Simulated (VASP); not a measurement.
# CsSnBr3 (Pm-3m) in VASP: further runs

Aim: see how the results for CsSnBr3 move with the level of theory and the settings. Levels: PBE, r2SCAN. Tasks: single point.

Everything below comes from runs of VASP 6.6.1. Logs are shortened: lines on timing, memory, paths and dates and some standing lists are left out, and cuts for length are marked.

## (1) The cell of the first run

The structure is cubic, space group Pm-3m (No. 221). The conventional cell has a = 5.841 Å, b = 5.841 Å, c = 5.841 Å, α = 90.00°, β = 90.00°, γ = 90.00°. Cs (site symmetry m-3m) has 12 Br at 4.13 Å and 8 Sn at 5.06 Å within 5.4 Å. Within 3.8 Å of Sn (site symmetry m-3m) lie 6 Br at 2.92 Å. Within 3.8 Å of Br (site symmetry 4/mmm) lie 2 Sn at 2.92 Å.

## (2) Single point, PBE

INCAR reads:

```
PREC = Accurate
ENCUT = 500
EDIFF = 1E-6
ISMEAR = 0
SIGMA = 0.01
LREAL = F
LASPH = T
NELM = 120
ALGO = Normal
ISIF = 2
LWAVE = F
LCHARG = F
GGA = PE
NBANDS = 30
GGA_COMPAT = F
```

KPOINTS reads:

```
regular mesh
0
Gamma
  4 4 4
```

POSCAR reads:

```
CsSnBr3
1.0
    5.8410918105      0.0000000000      0.0000000000
    0.0000000000      5.8410918105      0.0000000000
    0.0000000000      0.0000000000      5.8410918105
Cs Sn Br
1 1 3
Direct
    0.0000000000      0.0000000000      0.0000000000
    0.5000000000      0.5000000000      0.5000000000
    0.5000000000      0.0000000000      0.5000000000
    0.5000000000      0.5000000000      0.0000000000
    0.0000000000      0.5000000000      0.5000000000
```

Potentials or basis: VASP PAW PBE potentials, release 64 (Cs_sv, Sn_d, Br).

The run is started by

```
> cat potpaw_PBE.64/Cs_sv/POTCAR potpaw_PBE.64/Sn_d/POTCAR potpaw_PBE.64/Br/POTCAR > POTCAR
> mpirun -np 1 vasp_std > vasp.out
```

OUTCAR:

```text
PREC = Accurate
   ENCUT = 500
   EDIFF = 1E-6
   ISMEAR = 0
   LREAL = F
   LASPH = T
   NELM = 120
   ISIF = 2
   GGA = PE

 ion  position               nearest neighbor table
   1  0.000  0.000  0.000-
   2  0.500  0.500  0.500-   3 2.92   4 2.92   5 2.92   4 2.92   3 2.92   5 2.92
   3  0.500  0.000  0.500-   2 2.92   2 2.92
   4  0.500  0.500  0.000-   2 2.92   2 2.92
   5  0.000  0.500  0.500-   2 2.92   2 2.92

  LATTYP: Found a simple cubic cell.
 ALAT       =     5.8410918105

  Lattice vectors:

 A1 = (   5.8410918105,   0.0000000000,   0.0000000000)
 A2 = (   0.0000000000,   5.8410918105,   0.0000000000)
 A3 = (   0.0000000000,   0.0000000000,   5.8410918105)

Analysis of symmetry for initial positions (statically):
=====================================================================
 Subroutine PRICEL returns:
 Original cell was already a primitive cell.

 Routine SETGRP: Setting up the symmetry group for a
 simple cubic supercell.

 Subroutine GETGRP returns: Found 48 space group operations
 (whereof 48 operations were pure point group operations)
 out of a pool of 48 trial point group operations.

The static configuration has the point symmetry O_h .

Analysis of symmetry for dynamics (positions and initial velocities):
=====================================================================
 Subroutine PRICEL returns:
 Original cell was already a primitive cell.

 Routine SETGRP: Setting up the symmetry group for a
 simple cubic supercell.

 Subroutine GETGRP returns: Found 48 space group operations
 (whereof 48 operations were pure point group operations)
 out of a pool of 48 trial point group operations.

The dynamic configuration has the point symmetry O_h .

 Subroutine INISYM returns: Found 48 space group operations
 (whereof 48 operations are pure point group operations),
 and found     1 'primitive' translations

----------------------------------------------------------------------------------------

                                     Primitive cell

  volume of cell :     199.2884

  direct lattice vectors                    reciprocal lattice vectors
     5.841091811  0.000000000  0.000000000     0.171200870  0.000000000  0.000000000
     0.000000000  5.841091811  0.000000000     0.000000000  0.171200870  0.000000000
     0.000000000  0.000000000  5.841091811     0.000000000  0.000000000  0.171200870

  length of vectors
     5.841091811  5.841091811  5.841091811     0.171200870  0.171200870  0.171200870

  position of ions in fractional coordinates (direct lattice)
     0.000000000  0.000000000  0.000000000
     0.500000000  0.500000000  0.500000000
     0.500000000  0.000000000  0.500000000
     0.500000000  0.500000000  0.000000000
     0.000000000  0.500000000  0.500000000

  ion indices of the primitive-cell ions
   primitive index   ion index
                 1           1
                 2           2
                 3           3
                 4           4
                 5           5

----------------------------------------------------------------------------------------

 KPOINTS: regular mesh

Automatic generation of k-mesh.
 Grid dimensions read from file:
 generate k-points for:    4    4    4

 Generating k-lattice:

  Cartesian coordinates                     Fractional coordinates (reciprocal lattice)
     0.042800218  0.000000000  0.000000000     0.250000000  0.000000000  0.000000000
     0.000000000  0.042800218  0.000000000     0.000000000  0.250000000  0.000000000
     0.000000000  0.000000000  0.042800218     0.000000000  0.000000000  0.250000000

  Length of vectors
     0.042800218  0.042800218  0.042800218

  Shift w.r.t. Gamma in fractional coordinates (k-lattice)
     0.000000000  0.000000000  0.000000000

 Subroutine IBZKPT returns following result:
 ===========================================

 Found     10 irreducible k-points:

 Following reciprocal coordinates:
            Coordinates               Weight
  0.000000  0.000000  0.000000      1.000000
  0.250000  0.000000  0.000000      6.000000
  0.500000  0.000000  0.000000      3.000000
  0.250000  0.250000  0.000000     12.000000
  0.500000  0.250000  0.000000     12.000000
  0.500000  0.500000  0.000000      3.000000
  0.250000  0.250000  0.250000      8.000000
  0.500000  0.250000  0.250000     12.000000
  0.500000  0.500000  0.250000      6.000000
  0.500000  0.500000  0.500000      1.000000
   k-points           NKPTS =     10   k-points in BZ     NKDIM =     10   number of bands    NBANDS=     30
   number of dos      NEDOS =    301   number of ions     NIONS =      5
   total plane-waves  NPLWV = 110592
   dimension x,y,z NGX =    48 NGY =   48 NGZ =   48
   dimension x,y,z NGXF=    96 NGYF=   96 NGZF=   96
   ions per type =               1   1   3
   NGX,Y,Z   is equivalent  to a cutoff of  13.66, 13.66, 13.66 a.u.
   NGXF,Y,Z  is equivalent  to a cutoff of  27.32, 27.32, 27.32 a.u.
 SYSTEM =  unknown system
   PREC   = accura    normal or accurate (medium, high low for compatibility)
   ISTART =      0    job   : 0-new  1-cont  2-samecut
   ICHARG =      2    charge: 1-file 2-atom 10-const
   ISPIN  =      1    spin polarized calculation?
   LNONCOLLINEAR =      F non collinear calculations
   LSORBIT =      F    spin-orbit coupling
   LASPH  =      T    aspherical Exc in radial PAW
   ENCUT  =  500.0 eV  36.75 Ry    6.06 a.u.  10.65 10.65 10.65*2*pi/ulx,y,z
   NELM   =    120;   NELMIN=  2; NELMDL= -5     # of ELM steps
   EDIFF  = 0.1E-05   stopping-criterion for ELM
   LREAL  =      F    real-space projection
[... 7 lines left out ...]
   TEBEG  =    0.0;   TEEND  =   0.0 temperature during run
   PSTRESS=    0.0 pullay stress
   NELECT =      44.0000    total number of electrons
   NUPDOWN=      -1.0000    fix difference up-down
   EMIN   =  10.00;   EMAX   =-10.00  energy-range for DOS
   EFERMI =   0.00;   METHOD = LEGACY
   ISMEAR =     0;   SIGMA  =   0.01  broadening in eV -4-tet -1-fermi 0-gaus
   EFERMI_NEDOS =   21; number of points for ismear=-14 and -15
   IALGO  =     38    algorithm
   IMIX   =      4    mixing-type and parameters
     AMIX     =   0.40;   BMIX     =  1.00
     AMIX_MAG =   1.60;   BMIX_MAG =  1.00
  volume/ion in A,a.u.               =      39.86       268.97
  Fermi-wavevector in a.u.,A,eV,Ry     =   0.989460  1.869809 13.320534  0.979032
  Thomas-Fermi vector in A             =   2.121061
   LORBIT       =      0    0 simple, 1 ext, 2 COOP (PROOUT), +10 PAW based schemes
   GGA     = PE    functional components
   LHFCALC =     F    Hartree Fock is set to
   AEXX    =    0.0000 exact exchange contribution
   IVDW    =     0    specifies the selected vdW correction
   LEPSILON=     F    determine dielectric tensor
   LRPA    =     F    only Hartree local field effects (RPA)
 non-spin polarized calculation
 Gauss-broadening in eV      SIGMA  =   0.01
  energy-cutoff  :      500.00
  volume of cell :      199.29
 maximum number of plane-waves:      5088
 NGX is ok and might be reduce to    48
   NGX = 21   NGY = 21   NGZ = 21

 number of electron      44.0000007 magnetization

 Free energy of the ion-electron system (eV)
  ---------------------------------------------------
  ext. energy  EPLUGINS =         0.00000000
  ---------------------------------------------------
  free energy    TOTEN  =       -15.77658015 eV

  energy without entropy =      -15.77658015  energy(sigma->0) =      -15.77658015

 E-fermi :   2.2331     XC(G=0):  -7.6538

 val. band max:        2.1573777279   @ k =   0.5000   0.5000   0.5000
 cond. band min:       2.6593793151   @ k =   0.5000   0.5000   0.5000
 fundamental gap:      0.5020015872
 Fermi energy:         2.2331152354

 k-point     1 :       0.0000    0.0000    0.0000
  band No.  band energies     occupation
      1     -20.1035      2.00000
      2     -20.0543      2.00000
      3     -20.0543      2.00000
      4     -20.0280      2.00000
      5     -20.0280      2.00000
      6     -20.0280      2.00000
[... 22 lines left out ...]
     29       7.0681      0.00000
     30       7.0681      0.00000

 k-point     2 :       0.2500    0.0000    0.0000
  band No.  band energies     occupation
      1     -20.1029      2.00000
      2     -20.0543      2.00000
      3     -20.0514      2.00000
      4     -20.0282      2.00000
      5     -20.0282      2.00000
      6     -20.0281      2.00000
[... 22 lines left out ...]
     29       6.3958      0.00000
     30       7.1175      0.00000

 k-point     3 :       0.5000    0.0000    0.0000
  band No.  band energies     occupation
      1     -20.1023      2.00000
      2     -20.0543      2.00000
      3     -20.0484      2.00000
      4     -20.0283      2.00000
      5     -20.0283      2.00000
      6     -20.0281      2.00000
[... 22 lines left out ...]
     29       6.7730      0.00000
     30       7.3416      0.00000

 k-point     4 :       0.2500    0.2500    0.0000
  band No.  band energies     occupation
      1     -20.1024      2.00000
      2     -20.0528      2.00000
      3     -20.0499      2.00000
      4     -20.0282      2.00000
      5     -20.0282      2.00000
      6     -20.0282      2.00000
[... 22 lines left out ...]
     29       6.7335      0.00000
     30       7.1726      0.00000

 k-point     5 :       0.5000    0.2500    0.0000
  band No.  band energies     occupation
      1     -20.1019      2.00000
      2     -20.0524      2.00000
      3     -20.0473      2.00000
      4     -20.0283      2.00000
      5     -20.0283      2.00000
      6     -20.0282      2.00000
[... 22 lines left out ...]
     29       7.0772      0.00000
     30       7.4223      0.00000

 k-point     6 :       0.5000    0.5000    0.0000
  band No.  band energies     occupation
      1     -20.1015      2.00000
      2     -20.0514      2.00000
      3     -20.0454      2.00000
      4     -20.0283      2.00000
      5     -20.0283      2.00000
      6     -20.0283      2.00000
[... 22 lines left out ...]
     29       7.4659      0.00000
     30       7.4690      0.00000

 k-point     7 :       0.2500    0.2500    0.2500
  band No.  band energies     occupation
      1     -20.1019      2.00000
      2     -20.0499      2.00000
      3     -20.0499      2.00000
      4     -20.0283      2.00000
      5     -20.0283      2.00000
      6     -20.0282      2.00000
[... 22 lines left out ...]
     29       7.2826      0.00000
     30       7.2826      0.00000

 k-point     8 :       0.5000    0.2500    0.2500
  band No.  band energies     occupation
      1     -20.1014      2.00000
      2     -20.0499      2.00000
      3     -20.0469      2.00000
      4     -20.0284      2.00000
      5     -20.0283      2.00000
      6     -20.0283      2.00000
[... 22 lines left out ...]
     29       7.0938      0.00000
     30       7.1407      0.00000

 k-point     9 :       0.5000    0.5000    0.2500
  band No.  band energies     occupation
      1     -20.1010      2.00000
      2     -20.0484      2.00000
      3     -20.0454      2.00000
      4     -20.0284      2.00000
      5     -20.0284      2.00000
      6     -20.0284      2.00000
[... 22 lines left out ...]
     29       6.7866      0.00000
     30       7.3377      0.00000

 k-point    10 :       0.5000    0.5000    0.5000
  band No.  band energies     occupation
      1     -20.1005      2.00000
      2     -20.0454      2.00000
      3     -20.0454      2.00000
      4     -20.0285      2.00000
      5     -20.0285      2.00000
      6     -20.0285      2.00000
[... 22 lines left out ...]
     29       6.5040      0.00000
     30       7.7621      0.00000

------------------------ aborting loop because EDIFF is reached ----------------------------------------

  FORCE on cell =-STRESS in cart. coord.  units (eV):
  Direction    XX          YY          ZZ          XY          YZ          ZX
  --------------------------------------------------------------------------------------
  -------------------------------------------------------------------------------------
  Total        0.9134118      0.9134118      0.9134118     -0.0000000     -0.0000000     -0.0000000
  in kB        7.3433650      7.3433650      7.3433650     -0.0000000     -0.0000000     -0.0000000
  external PRESSURE =       7.3433650 kB  Pullay stress =       0.0000000 kB

 VOLUME and BASIS-vectors are now :
 -----------------------------------------------------------------------------
  energy-cutoff  :      500.00
  volume of cell :      199.29
      direct lattice vectors                 reciprocal lattice vectors
     5.841091811  0.000000000  0.000000000     0.171200870  0.000000000  0.000000000
     0.000000000  5.841091811  0.000000000     0.000000000  0.171200870  0.000000000
     0.000000000  0.000000000  5.841091811     0.000000000  0.000000000  0.171200870

 POSITION                                       TOTAL-FORCE (eV/Angst)
 -----------------------------------------------------------------------------------
      0.00000      0.00000      0.00000         0.000000      0.000000      0.000000
      2.92055      2.92055      2.92055         0.000000      0.000000      0.000000
      2.92055      0.00000      2.92055         0.000000      0.000000      0.000000
      2.92055      2.92055      0.00000         0.000000      0.000000      0.000000
      0.00000      2.92055      2.92055         0.000000      0.000000      0.000000
 -----------------------------------------------------------------------------------
    total drift:                                0.000000     -0.000000     -0.000000

  FREE ENERGIE OF THE ION-ELECTRON SYSTEM (eV)
  ---------------------------------------------------
  free  energy   TOTEN  =       -15.7765801467 eV

  energy  without entropy=      -15.7765801467  energy(sigma->0) =      -15.77658015
```

It took 60 s on 1 thread of Intel Xeon Platinum 8488C (Sapphire Rapids), shared host; peak memory 0.34 GiB.

Results:

```
Free energy            : -15.7766 eV
Pressure               : 0.7 GPa
Band gap on the k mesh : 0.50 eV, direct
```

Levels at points of the mesh, in eV from the valence-band top:
| k point | band 18 | band 19 | band 20 | band 21 | band 22 | band 23 | band 24 | band 25 | band 26 | band 27 |
| --- | --- | --- | --- | --- | --- | --- | --- | --- | --- | --- |
| (0.00, 0.00, 0.00) | -2.99 | -2.99 | -2.86 | -2.86 | -2.86 | 2.25 | 3.29 | 3.29 | 3.94 | 3.94 |
| (0.50, 0.00, 0.00) | -3.17 | -3.13 | -2.98 | -2.98 | -1.98 | 1.48 | 3.68 | 4.32 | 4.33 | 4.34 |
| (0.50, 0.50, 0.00) | -3.29 | -3.25 | -3.25 | -2.51 | -0.97 | 1.03 | 1.03 | 3.93 | 4.40 | 4.83 |
| (0.50, 0.50, 0.50) | -3.29 | -2.50 | -2.50 | -2.50 | 0.00 | 0.50 | 0.50 | 0.50 | 3.73 | 4.35 |

Caveat: spin-orbit coupling is left out, which moves the levels of the heavy elements. A k mesh can miss the band edges.

[end of part 1 of 2]
